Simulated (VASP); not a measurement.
SnO2, 6 atoms in the cell. Symmetry: P2_1/c, No. 14, monoclinic system. The conventional cell has a = 3.201 Å, b = 4.760 Å, c = 5.657 Å, α = 90.00°, β = 122.73°, γ = 90.00°. Within 2.7 Å of Sn (site symmetry -1) lie 6 O at 2.04 to 2.09 Å. Within 2.7 Å of O (site symmetry 1) lie 3 Sn at 2.04 to 2.09 Å and 1 O at 2.61 Å.  This cell differs from its parent crystal: strain -0.0300 x Voigt [0, 0, 0, 0, 1, 0].

| Quantity | Value |
| --- | --- |
| Program | VASP 6.6.1 |
| Task | single point |
| Functional | r2SCAN |
| Potentials or basis | VASP PAW PBE potentials, release 64 (Sn_d, O) |
| Cutoff | 520 eV |
| k mesh | 6 × 6 × 8 |
| Occupations | gaussian, width 0.05 eV |
| Spin | no spin polarisation |
| Dipole correction | no |
| Further INCAR settings | ALGO = Normal; EDIFF = 1e-06; NBANDS = 35 |

Potentials or basis: VASP PAW PBE potentials, release 64 (Sn_d, O).

The run is started by

```sh
$ cat potpaw_PBE.64/Sn_d/POTCAR potpaw_PBE.64/O/POTCAR > POTCAR
$ cp INCAR.step1 INCAR
$ mpirun -np 1 vasp_std > vasp.out
$ cp INCAR.step2 INCAR
$ mpirun -np 1 vasp_std > vasp.out
```

Hardware: 1 thread of Oxide Virtual Turin-like Processor, on a shared host.

Task: How long does it take, and how much memory?

Result: Run time: 23 min on 1 thread of Oxide Virtual Turin-like Processor, with other jobs on the host, peak memory 0.29 GiB. Counts: k points 104.
